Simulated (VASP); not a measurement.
The system is LiH.

```xyz
2
Lattice="0.0000 2.0368 2.0368 2.0368 0.0000 2.0368 2.0368 2.0368 0.0000" Properties=species:S:1:pos:R:3 pbc="T T T"
Li    0.0000    0.0000    0.0000
H     2.0368    2.0368    2.0368
```

- Program: VASP 6.6.1
- Task: relaxation of cell and atoms
- Functional: PBE
- Potentials or basis: VASP PAW PBE potentials, release 64 (Li_sv, H)
- Cutoff: 600 eV
- k mesh: 7 × 7 × 7
- Occupations: gaussian, width 0.02 eV
- Spin: no spin polarisation

At the start: pressure -1.9 GPa; volume 8.45 Å³/atom.

Q: How do energy, volume and symmetry change on relaxing?

A: Over 3 steps the energy falls by 2.8 meV/atom and the volume is 7.98 Å³/atom (-5.5 %); space group Fm-3m (No. 225, to 0.05 Å).

The path:
```
step  energy change (eV)  largest force (eV/Å)  pressure (GPa)  volume (Å³)
   1              0.0000                0.0000           -1.85        16.90
   2             -0.0024                0.0000           -1.42        16.66
   3             -0.0056                0.0000            0.03        15.96
```

Final structure:
```yaml
crystal:
  lattice:
    - [0.00000, 1.99836, 1.99836]
    - [1.99836, 0.00000, 1.99836]
    - [1.99836, 1.99836, 0.00000]
  atoms:
    - { symbol: Li, position: [0.00000, 0.00000, 0.00000] }
    - { symbol: H, position: [0.50000, 0.50000, 0.50000] }
```

Caveat: the cutoff is under 1.25 times the usual one of these potentials, so pressure, stress and relaxed cells hold a basis-set (Pulay) error.
